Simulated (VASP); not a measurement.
# ZnS (F-43m) in VASP: further runs

ZnS is run at these levels: LDA; tasks: single point.

Everything below comes from runs of VASP 6.6.1. Logs are shortened: lines on timing, memory, paths and dates and some standing lists are left out, and cuts for length are marked.

## Step 1: The cell of the first run

It takes space group F-43m (No. 216, cubic). Conventional cell: a = 5.297 Å, b = 5.297 Å, c = 5.297 Å, α = 90.00°, β = 90.00°, γ = 90.00°. Zn (site symmetry -43m) has 4 S at 2.29 Å within 3.0 Å. S (site symmetry -43m) has 4 Zn at 2.29 Å within 3.0 Å.

## Step 2: Single point, LDA

Contents of INCAR:

```
SYSTEM = ZnS
PREC = Accurate ; ENCUT = 500
EDIFF = 1E-6 ; ISMEAR = 0
SIGMA = 0.02 ; LREAL = .FALSE.
LASPH = .TRUE. ; NELM = 120
ALGO = Normal ; ISIF = 2
LWAVE = .FALSE. ; LCHARG = .FALSE.
NBANDS = 16 ; GGA_COMPAT = .FALSE.
```

Contents of KPOINTS:

```
regular mesh
0
G
  10 10 10
  0 0 0
```

Contents of POSCAR:

```
ZnS
1.0
    0.0000000000      2.6483452481      2.6483452481
    2.6483452481      0.0000000000      2.6483452481
    2.6483452481      2.6483452481      0.0000000000
Zn S
1 1
Direct
    0.0000000000      0.0000000000      0.0000000000
    0.2500000000      0.2500000000      0.2500000000
```

Potentials or basis: VASP PAW LDA potentials, release 64 (Zn, S).

On the command line:

```sh
$ cat potpaw_LDA.64/Zn/POTCAR potpaw_LDA.64/S/POTCAR > POTCAR
$ mpirun -np 1 vasp_std > vasp.out
```

OUTCAR:

```text
SYSTEM = ZnS
   PREC = Accurate
   ENCUT = 500
   EDIFF = 1E-6
   ISMEAR = 0
   LREAL = .FALSE.
   LASPH = .TRUE.
   NELM = 120
   ISIF = 2

 ion  position               nearest neighbor table
   1  0.000  0.000  0.000-   2 2.29   2 2.29   2 2.29   2 2.29
   2  0.250  0.250  0.250-   1 2.29   1 2.29   1 2.29   1 2.29

  LATTYP: Found a face centered cubic cell.
 ALAT       =     5.2966904962

  Lattice vectors:

 A1 = (   0.0000000000,   2.6483452481,   2.6483452481)
 A2 = (   2.6483452481,   0.0000000000,   2.6483452481)
 A3 = (   2.6483452481,   2.6483452481,   0.0000000000)

Analysis of symmetry for initial positions (statically):
=====================================================================
 Subroutine PRICEL returns:
 Original cell was already a primitive cell.

 Routine SETGRP: Setting up the symmetry group for a
 face centered cubic supercell.

 Subroutine GETGRP returns: Found 24 space group operations
 (whereof 24 operations were pure point group operations)
 out of a pool of 48 trial point group operations.

The static configuration has the point symmetry T_d .

Analysis of symmetry for dynamics (positions and initial velocities):
=====================================================================
 Subroutine PRICEL returns:
 Original cell was already a primitive cell.

 Routine SETGRP: Setting up the symmetry group for a
 face centered cubic supercell.

 Subroutine GETGRP returns: Found 24 space group operations
 (whereof 24 operations were pure point group operations)
 out of a pool of 48 trial point group operations.

The dynamic configuration has the point symmetry T_d .

 Subroutine INISYM returns: Found 24 space group operations
 (whereof 24 operations are pure point group operations),
 and found     1 'primitive' translations

----------------------------------------------------------------------------------------

                                     Primitive cell

  volume of cell :      37.1496

  direct lattice vectors                    reciprocal lattice vectors
     0.000000000  2.648345248  2.648345248    -0.188797137  0.188797137  0.188797137
     2.648345248  0.000000000  2.648345248     0.188797137 -0.188797137  0.188797137
     2.648345248  2.648345248  0.000000000     0.188797137  0.188797137 -0.188797137

  length of vectors
     3.745325768  3.745325768  3.745325768     0.327006233  0.327006233  0.327006233

  position of ions in fractional coordinates (direct lattice)
     0.000000000  0.000000000  0.000000000
[... 72 lines left out ...]
   ISPIN  =      1    spin polarized calculation?
   LNONCOLLINEAR =      F non collinear calculations
   LSORBIT =      F    spin-orbit coupling
   LASPH  =      T    aspherical Exc in radial PAW
   ENCUT  =  500.0 eV  36.75 Ry    6.06 a.u.   6.83  6.83  6.83*2*pi/ulx,y,z
   NELM   =    120;   NELMIN=  2; NELMDL= -5     # of ELM steps
   EDIFF  = 0.1E-05   stopping-criterion for ELM
   LREAL  =      F    real-space projection
   EDIFFG = 0.1E-04   stopping-criterion for IOM
   NSW    =      0    number of steps for IOM
   IBRION =     -1    ionic relax: 0-MD 1-quasi-New 2-CG
   NFREE  =      0    steps in history (QN), initial steepest desc. (CG)
   ISIF   =      2    stress and relaxation
   ISYM   =      2    0-nonsym 1-usesym 2-fastsym
   POTIM  = 0.5000    time-step for ionic-motion
   TEBEG  =    0.0;   TEEND  =   0.0 temperature during run
   PSTRESS=    0.0 pullay stress
   NELECT =      18.0000    total number of electrons
   NUPDOWN=      -1.0000    fix difference up-down
   EMIN   =  10.00;   EMAX   =-10.00  energy-range for DOS
   EFERMI =   0.00;   METHOD = LEGACY
   ISMEAR =     0;   SIGMA  =   0.02  broadening in eV -4-tet -1-fermi 0-gaus
   EFERMI_NEDOS =   21; number of points for ismear=-14 and -15
   IALGO  =     38    algorithm
   IMIX   =      4    mixing-type and parameters
     AMIX     =   0.40;   BMIX     =  1.00
     AMIX_MAG =   1.60;   BMIX_MAG =  1.00
  volume/ion in A,a.u.               =      18.57       125.35
  Fermi-wavevector in a.u.,A,eV,Ry     =   1.285823  2.429852 22.495054  1.653340
  Thomas-Fermi vector in A             =   2.417934
   LORBIT       =      0    0 simple, 1 ext, 2 COOP (PROOUT), +10 PAW based schemes
   GGA     = CA    functional components
   LHFCALC =     F    Hartree Fock is set to
   AEXX    =    0.0000 exact exchange contribution
   IVDW    =     0    specifies the selected vdW correction
   LEPSILON=     F    determine dielectric tensor
   LRPA    =     F    only Hartree local field effects (RPA)
 non-spin polarized calculation
 Gauss-broadening in eV      SIGMA  =   0.02
  energy-cutoff  :      500.00
  volume of cell :       37.15
 maximum number of plane-waves:       960
   NGX = 13   NGY = 13   NGZ = 13

 number of electron      18.0000014 magnetization

 Free energy of the ion-electron system (eV)
  ---------------------------------------------------
  ext. energy  EPLUGINS =         0.00000000
  ---------------------------------------------------
  free energy    TOTEN  =        -8.20775454 eV

  energy without entropy =       -8.20775454  energy(sigma->0) =       -8.20775454

 E-fermi :   2.6425     XC(G=0): -10.3167

 val. band max:        2.5139702275   @ k =   0.0000   0.0000   0.0000
 cond. band min:       4.6744730757   @ k =   0.0000   0.0000   0.0000
 fundamental gap:      2.1605028482
 Fermi energy:         2.6425449714

 k-point     1 :       0.0000    0.0000    0.0000
  band No.  band energies     occupation
      1     -11.0341      2.00000
      2      -4.2429      2.00000
      3      -4.2429      2.00000
      4      -4.2429      2.00000
      5      -3.6896      2.00000
      6      -3.6896      2.00000
[... 433 lines left out ...]
      3      -3.9700      2.00000
      4      -3.9627      2.00000
      5      -3.6681      2.00000
      6      -3.6233      2.00000
[... 8 lines left out ...]
     15      16.0175      0.00000
     16      18.6399      0.00000

 [... further k-points ...]
[... 5 lines left out ...]
  --------------------------------------------------------------------------------------
  -------------------------------------------------------------------------------------
  Total        0.0530235      0.0530235      0.0530235      0.0000000      0.0000000     -0.0000000
  in kB        2.2867832      2.2867832      2.2867832      0.0000000      0.0000000     -0.0000000
  external PRESSURE =       2.2867832 kB  Pullay stress =       0.0000000 kB

 VOLUME and BASIS-vectors are now :
 -----------------------------------------------------------------------------
  energy-cutoff  :      500.00
  volume of cell :       37.15
      direct lattice vectors                 reciprocal lattice vectors
     0.000000000  2.648345248  2.648345248    -0.188797137  0.188797137  0.188797137
     2.648345248  0.000000000  2.648345248     0.188797137 -0.188797137  0.188797137
     2.648345248  2.648345248  0.000000000     0.188797137  0.188797137 -0.188797137

 POSITION                                       TOTAL-FORCE (eV/Angst)
 -----------------------------------------------------------------------------------
      0.00000      0.00000      0.00000         0.000000      0.000000      0.000000
      1.32417      1.32417      1.32417        -0.000000     -0.000000     -0.000000
 -----------------------------------------------------------------------------------
    total drift:                                0.000001      0.000001      0.000001

  FREE ENERGIE OF THE ION-ELECTRON SYSTEM (eV)
  ---------------------------------------------------
  free  energy   TOTEN  =        -8.2077545384 eV

  energy  without entropy=       -8.2077545384  energy(sigma->0) =       -8.20775454
```

OSZICAR:

```text
N       E                     dE             d eps       ncg     rms          rms(c)
DAV:   1     0.894714653139E+02    0.89471E+02   -0.88116E+03  1504   0.133E+03
DAV:   2    -0.285803090003E+01   -0.92329E+02   -0.86264E+02  1704   0.263E+02
DAV:   3    -0.858461757704E+01   -0.57266E+01   -0.57022E+01  1856   0.640E+01
DAV:   4    -0.864526160450E+01   -0.60644E-01   -0.60632E-01  1856   0.688E+00
DAV:   5    -0.864595488067E+01   -0.69328E-03   -0.69326E-03  1872   0.696E-01    0.768E+00
DAV:   6    -0.824484026237E+01    0.40111E+00   -0.75060E-01  2256   0.317E+01    0.590E+00
DAV:   7    -0.821454648792E+01    0.30294E-01   -0.23616E-01  1960   0.502E+00    0.278E+00
DAV:   8    -0.820829295113E+01    0.62535E-02   -0.55475E-03  2176   0.130E+00    0.615E-01
DAV:   9    -0.820774359967E+01    0.54935E-03   -0.12130E-03  1832   0.256E-01    0.819E-02
DAV:  10    -0.820775889743E+01   -0.15298E-04   -0.99468E-05  1760   0.926E-02    0.275E-02
DAV:  11    -0.820775440952E+01    0.44879E-05   -0.13367E-05  2344   0.738E-02    0.505E-03
DAV:  12    -0.820775453838E+01   -0.12886E-06   -0.13816E-06  1264   0.111E-02
   1 F= -.82077545E+01 E0= -.82077545E+01  d E =-.380821E-22
```

Wall time 21 s (1 thread of AMD EPYC 7R43 (Zen 3), shared host); peak memory 0.12 GiB.

What came out:

```yaml
Free_energy: -8.2078 eV
Pressure: 0.2 GPa
Band_gap_on_the_k_mesh: 2.16 eV
```

Levels at points of the mesh, in eV from the valence-band top:
```csv
k point,band 5,band 6,band 7,band 8,band 9,band 10,band 11,band 12,band 13,band 14
"(0.00, 0.00, 0.00)",-6.20,-6.20,0.00,0.00,0.00,2.16,6.21,6.21,6.21,11.83
"(0.50, 0.00, 0.00)",-6.17,-5.98,-5.78,-0.97,-0.97,3.23,6.76,6.76,8.85,12.15
"(0.50, 0.50, 0.00)",-6.12,-5.96,-4.91,-2.47,-2.47,3.06,3.89,11.16,12.20,12.20
```

## Step 3: Single point, LDA

Contents of INCAR:

```
PREC = Accurate
ENCUT = 500
EDIFF = 1E-6
ISMEAR = 0
SIGMA = 0.02
LREAL = F
LASPH = T
NELM = 120
ALGO = Normal
ISIF = 2
LWAVE = F
LCHARG = F
NBANDS = 16
GGA_COMPAT = F
```

Contents of KPOINTS:

```
regular mesh
0
Gamma
  10 10 10
```

POSCAR is that of step 2.

Potentials or basis: VASP PAW LDA potentials, release 64 (Zn, S).

On the command line:

```sh
$ cat potpaw_LDA.64/Zn/POTCAR potpaw_LDA.64/S/POTCAR > POTCAR
$ mpirun -np 1 vasp_std > vasp.out
```

OUTCAR:

```text
PREC = Accurate
   ENCUT = 500
   EDIFF = 1E-6
   ISMEAR = 0
   LREAL = F
   LASPH = T
   NELM = 120
   ISIF = 2

 ion  position               nearest neighbor table
   1  0.000  0.000  0.000-   2 2.29   2 2.29   2 2.29   2 2.29
   2  0.250  0.250  0.250-   1 2.29   1 2.29   1 2.29   1 2.29

  LATTYP: Found a face centered cubic cell.
 ALAT       =     5.2966904962

  Lattice vectors:

 A1 = (   0.0000000000,   2.6483452481,   2.6483452481)
 A2 = (   2.6483452481,   0.0000000000,   2.6483452481)
 A3 = (   2.6483452481,   2.6483452481,   0.0000000000)

Analysis of symmetry for initial positions (statically):
=====================================================================
 Subroutine PRICEL returns:
 Original cell was already a primitive cell.

 Routine SETGRP: Setting up the symmetry group for a
 face centered cubic supercell.

 Subroutine GETGRP returns: Found 24 space group operations
 (whereof 24 operations were pure point group operations)
 out of a pool of 48 trial point group operations.

The static configuration has the point symmetry T_d .

Analysis of symmetry for dynamics (positions and initial velocities):
=====================================================================
 Subroutine PRICEL returns:
 Original cell was already a primitive cell.

 Routine SETGRP: Setting up the symmetry group for a
 face centered cubic supercell.

 Subroutine GETGRP returns: Found 24 space group operations
 (whereof 24 operations were pure point group operations)
 out of a pool of 48 trial point group operations.

The dynamic configuration has the point symmetry T_d .

 Subroutine INISYM returns: Found 24 space group operations
 (whereof 24 operations are pure point group operations),
 and found     1 'primitive' translations

[... 105 lines left out ...]
   NELECT =      18.0000    total number of electrons
   NUPDOWN=      -1.0000    fix difference up-down
   EMIN   =  10.00;   EMAX   =-10.00  energy-range for DOS
   EFERMI =   0.00;   METHOD = LEGACY
   ISMEAR =     0;   SIGMA  =   0.02  broadening in eV -4-tet -1-fermi 0-gaus
   EFERMI_NEDOS =   21; number of points for ismear=-14 and -15
   IALGO  =     38    algorithm
   IMIX   =      4    mixing-type and parameters
     AMIX     =   0.40;   BMIX     =  1.00
     AMIX_MAG =   1.60;   BMIX_MAG =  1.00
  volume/ion in A,a.u.               =      18.57       125.35
  Fermi-wavevector in a.u.,A,eV,Ry     =   1.285823  2.429852 22.495054  1.653340
  Thomas-Fermi vector in A             =   2.417934
   LORBIT       =      0    0 simple, 1 ext, 2 COOP (PROOUT), +10 PAW based schemes
   GGA     = CA    functional components
   LHFCALC =     F    Hartree Fock is set to
   AEXX    =    0.0000 exact exchange contribution
   IVDW    =     0    specifies the selected vdW correction
   LEPSILON=     F    determine dielectric tensor
   LRPA    =     F    only Hartree local field effects (RPA)
 non-spin polarized calculation
 Gauss-broadening in eV      SIGMA  =   0.02
  energy-cutoff  :      500.00
  volume of cell :       37.15
 maximum number of plane-waves:       960
   NGX = 13   NGY = 13   NGZ = 13

 number of electron      18.0000014 magnetization

 Free energy of the ion-electron system (eV)
  ---------------------------------------------------
  ext. energy  EPLUGINS =         0.00000000
  ---------------------------------------------------
  free energy    TOTEN  =        -8.20775454 eV

  energy without entropy =       -8.20775454  energy(sigma->0) =       -8.20775454

 E-fermi :   2.6425     XC(G=0): -10.3167

 val. band max:        2.5139702275   @ k =   0.0000   0.0000   0.0000
 cond. band min:       4.6744730757   @ k =   0.0000   0.0000   0.0000
 fundamental gap:      2.1605028482
 Fermi energy:         2.6425449714

 k-point     1 :       0.0000    0.0000    0.0000
  band No.  band energies     occupation
      1     -11.0341      2.00000
      2      -4.2429      2.00000
      3      -4.2429      2.00000
      4      -4.2429      2.00000
      5      -3.6896      2.00000
      6      -3.6896      2.00000
[... 433 lines left out ...]
      3      -3.9700      2.00000
      4      -3.9627      2.00000
      5      -3.6681      2.00000
      6      -3.6233      2.00000
[... 8 lines left out ...]
     15      16.0175      0.00000
     16      18.6399      0.00000

 [... further k-points ...]
[... 5 lines left out ...]
  --------------------------------------------------------------------------------------
  -------------------------------------------------------------------------------------
  Total        0.0530235      0.0530235      0.0530235      0.0000000      0.0000000     -0.0000000
  in kB        2.2867832      2.2867832      2.2867832      0.0000000      0.0000000     -0.0000000
  external PRESSURE =       2.2867832 kB  Pullay stress =       0.0000000 kB

 VOLUME and BASIS-vectors are now :
 -----------------------------------------------------------------------------
  energy-cutoff  :      500.00
  volume of cell :       37.15
      direct lattice vectors                 reciprocal lattice vectors
     0.000000000  2.648345248  2.648345248    -0.188797137  0.188797137  0.188797137
     2.648345248  0.000000000  2.648345248     0.188797137 -0.188797137  0.188797137
     2.648345248  2.648345248  0.000000000     0.188797137  0.188797137 -0.188797137

 POSITION                                       TOTAL-FORCE (eV/Angst)
 -----------------------------------------------------------------------------------
      0.00000      0.00000      0.00000         0.000000      0.000000      0.000000
      1.32417      1.32417      1.32417        -0.000000     -0.000000     -0.000000
 -----------------------------------------------------------------------------------
    total drift:                                0.000001      0.000001      0.000001

  FREE ENERGIE OF THE ION-ELECTRON SYSTEM (eV)
  ---------------------------------------------------
  free  energy   TOTEN  =        -8.2077545384 eV

  energy  without entropy=       -8.2077545384  energy(sigma->0) =       -8.20775454
```

OSZICAR:

```text
N       E                     dE             d eps       ncg     rms          rms(c)
DAV:   1     0.894714653139E+02    0.89471E+02   -0.88116E+03  1504   0.133E+03
DAV:   2    -0.285803090003E+01   -0.92329E+02   -0.86264E+02  1704   0.263E+02
DAV:   3    -0.858461757704E+01   -0.57266E+01   -0.57022E+01  1856   0.640E+01
DAV:   4    -0.864526160450E+01   -0.60644E-01   -0.60632E-01  1856   0.688E+00
DAV:   5    -0.864595488067E+01   -0.69328E-03   -0.69326E-03  1872   0.696E-01    0.768E+00
DAV:   6    -0.824484026237E+01    0.40111E+00   -0.75060E-01  2256   0.317E+01    0.590E+00
DAV:   7    -0.821454648792E+01    0.30294E-01   -0.23616E-01  1960   0.502E+00    0.278E+00
DAV:   8    -0.820829295113E+01    0.62535E-02   -0.55475E-03  2176   0.130E+00    0.615E-01
DAV:   9    -0.820774359967E+01    0.54935E-03   -0.12130E-03  1832   0.256E-01    0.819E-02
DAV:  10    -0.820775889743E+01   -0.15298E-04   -0.99468E-05  1760   0.926E-02    0.275E-02
DAV:  11    -0.820775440952E+01    0.44879E-05   -0.13367E-05  2344   0.738E-02    0.505E-03
DAV:  12    -0.820775453838E+01   -0.12886E-06   -0.13816E-06  1264   0.111E-02
   1 F= -.82077545E+01 E0= -.82077545E+01  d E =-.380821E-22
```

stdout:

```text
POSCAR found type information on POSCAR ZnS
 POSCAR found :  2 types and       2 ions
 scaLAPACK will be used
 LDA part: xc-table for (Slater(with rela. corr.)+CA(PZ))
 , standard interpolation
 POSCAR, INCAR and KPOINTS ok, starting setup
 FFT: planning ... GRIDC
 FFT: planning ... GRID_SOFT
 FFT: planning ... GRID
 WAVECAR not read
 entering main loop
```

Wall time 21 s (1 thread of AMD EPYC 7R43 (Zen 3), shared host); peak memory 0.12 GiB.

What came out:

```yaml
Free_energy: -8.2078 eV
Pressure: 0.2 GPa
Band_gap_on_the_k_mesh: 2.16 eV
```
